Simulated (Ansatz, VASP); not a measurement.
## One calculation of Hg, two programs

File INCAR:

```
PREC = Accurate
ENCUT = 520
EDIFF = 1E-7
ISMEAR = -1
SIGMA = 0.1
LREAL = F
LASPH = T
NELM = 100
ALGO = Normal
ISIF = 2
LWAVE = F
LCHARG = F
GGA = PE
NBANDS = 12
```

Contents of KPOINTS:

```
regular mesh
0
Gamma
  12 12 12
```

POSCAR

```
Hg
1.0
    0.0000000000      2.4149042845      2.4149042845
    2.4149042845      0.0000000000      2.4149042845
    2.4149042845      2.4149042845      0.0000000000
Hg
1
Direct
    0.0000000000      0.0000000000      0.0000000000
```

Input for Ansatz:

```yaml
crystal:
  lattice:
    - [0.0, 2.4149042845, 2.4149042845]
    - [2.4149042845, 0.0, 2.4149042845]
    - [2.4149042845, 2.4149042845, 0.0]
  atoms:
    - { symbol: Hg, position: [0.0, 0.0, 0.0] }
hamiltonian:
  xc: pbe
  pseudopotentials:
    kind: paw
    azcp:
      Hg: "pseudopotentials/Hg.paw.azcp"
basis:
  ecutwfc: 420
  fft_grid_basis: typed
kpoints:
  mp_grid: { grid: [12, 12, 12], shift: [0, 0, 0] }
magnetization:
  spin_polarized: false
scf:
  occupations: { method: fermi_dirac, width: 0.1 }
  lower_state_search: "off"
output:
  stress: true
```

Alike in both runs: task single point; functional PBE; k mesh 12 × 12 × 12; occupations fermi-dirac, width 0.1 eV; no spin polarisation.

```csv
,VASP,Ansatz
version,VASP 6.6.1,Ansatz 0.2.0
potentials or method,"VASP PAW PBE potentials, release 64 (Hg), cutoff 520 eV","plane waves (420 eV) with PAW, scalar-relativistic"
valence electrons in the cell,12,20
```

```csv
,VASP,Ansatz,Ansatz less VASP
pressure (GPa),0.7,0.5,-0.12
```

With one functional, cell and mesh, what is left measures potentials, basis and numerics. VASP's potentials hold 12 valence electrons a cell and Ansatz's 20, so a difference there can come from the potentials and not from the codes.

Neither program's run includes spin-orbit coupling.
